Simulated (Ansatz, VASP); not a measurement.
**One calculation of AlN, two programs**

```
Al N
1.0
    -0.04276    2.11692    2.11692
     2.11692   -0.04276    2.11692
     2.11692    2.11692   -0.04276
Al N
1 1
Direct
  0.50000 0.50000 0.50000
  0.00000 0.00000 0.00000
```

Alike in both runs: task single point; functional PBE; k mesh 10 × 10 × 10; occupations gaussian, width 0.05 eV; no spin polarisation.

|  | VASP | Ansatz |
| --- | --- | --- |
| version | VASP 6.6.1 | Ansatz 0.2.0 |
| potentials or method | VASP PAW PBE potentials, release 64 (Al, N), cutoff 520 eV | scalar-relativistic, plane waves, PAW |
| valence electrons in the cell | 8 | 8 |

VASP gave:

| Item | Value |
| --- | --- |
| gap on the k mesh at the Fermi level (eV) | 2.83 |
| least direct gap on the mesh (eV) | 3.19 |
| pressure (GPa) | -27.7 |
| traceless stress, the component that is largest in VASP (GPa) | 4.80 |

Question: Which values does Ansatz return?

Answer: gap on the k mesh at the Fermi level (eV): 2.84; least direct gap on the mesh (eV): 3.19; pressure (GPa): -27.5; traceless stress, the component that is largest in VASP (GPa): 4.79.
